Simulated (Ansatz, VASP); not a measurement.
# GdN in VASP and in Ansatz

Contents of INCAR:

```
SYSTEM = GdN
PREC     = Accurate       ! precision mode
ENCUT    = 520            ! plane-wave cutoff, eV
EDIFF    = 1E-6           ! SCF threshold, eV
ISMEAR   = 0              ! smearing method
SIGMA    = 0.05           ! smearing width, eV
LREAL    = .FALSE.        ! projectors in reciprocal space
LASPH    = .TRUE.         ! aspherical terms in the spheres
NELM     = 150            ! most SCF steps
ALGO     = Normal         ! electronic algorithm
ISIF     = 2              ! what is computed and relaxed
LWAVE    = .FALSE.        ! write WAVECAR
LCHARG   = .FALSE.        ! write CHGCAR
ISPIN    = 2              ! spin polarisation
MAGMOM   = 7.62 -0.16     ! initial moments
LORBIT   = 11             ! projections on sites
LMAXMIX  = 6              ! l up to which the mixer works
LDAU     = .TRUE.         ! DFT+U
LDAUTYPE = 2            
LDAUL    = 3 -1           ! shell
LDAUU    = 6 0            ! U, eV
LDAUJ    = 0 0          
LDAUPRINT= 1            
GGA      = PE             ! functional
NBANDS   = 22             ! bands
```

KPOINTS

```
regular mesh
0
G
  10 10 10
  0 0 0
```

File POSCAR:

```
GdN
1.0
    0.0000000000      2.4673137652      2.4673137652
    2.4673137652      0.0000000000      2.4673137652
    2.4673137652      2.4673137652      0.0000000000
Gd N
1 1
Direct
    0.5000000000      0.5000000000      0.5000000000
    0.0000000000      0.0000000000      0.0000000000
```

Input for Ansatz:

```yaml
crystal:
  lattice:
    - [0.0, 2.4673137657, 2.4673137657]
    - [2.4673137657, 0.0, 2.4673137657]
    - [2.4673137657, 2.4673137657, 0.0]
  atoms:
    - { symbol: Gd, position: [0.5, 0.5, 0.5], spin: 7.62 }
    - { symbol: "N", position: [0.0, 0.0, 0.0] }
basis:
  ecutwfc: 420
  ecutrho_ratio: 4
kpoints:
  mp_grid: { grid: [10, 10, 10] }
hamiltonian:
  xc: pbe
  hubbard:
    sites:
      - { species: Gd, l: f, u_eff: 6.0, starting_ns: start.occupation_matrices }
    ns_hold: { iters: 6 }
scf:
  occupations: { method: gaussian, width: 0.05 }
  lower_state_search: "off"
output:
  forces: true
  stress: true
  eigenvalues: true
  populations: true
  hubbard: { sites: [{ species: Gd, l: f }] }
magnetization:
  spin_polarized: true
```

Alike in both runs: task single point; functional PBE; k mesh 10 × 10 × 10; occupations gaussian, width 0.05 eV; collinear spin; Hubbard terms Gd f U = 6.0 eV.

```csv
,VASP,Ansatz
version,VASP 6.6.1,Ansatz 0.2.0
potentials or method,"VASP PAW PBE potentials, release 64 (Gd, N), cutoff 520 eV","scalar-relativistic, plane waves, PAW"
valence electrons in the cell,23,23
```

Ansatz gave:

```
gap on the k mesh at the Fermi level (eV)                     : none
pressure (GPa)                                                : 6.6
net moment per atom (μB)                                      : 3.50
size of the moment on the site where the two differ most (μB) : 6.92
```

**Question.** What did VASP give for the same quantities?

**Answer.** gap on the k mesh at the Fermi level (eV): none; pressure (GPa): 7.0; net moment per atom (μB): 3.50; size of the moment on the site where the two differ most (μB): 6.87.

Site moments also hang on the region over which each program counts them. The programs project onto different local orbitals, so the same U acts differently, and such runs can settle in different states. A gap of «none» marks a metal or a gap that the smearing closes. Ansatz's warnings: filled band counts differ across k points.

Spin-orbit coupling is off throughout.
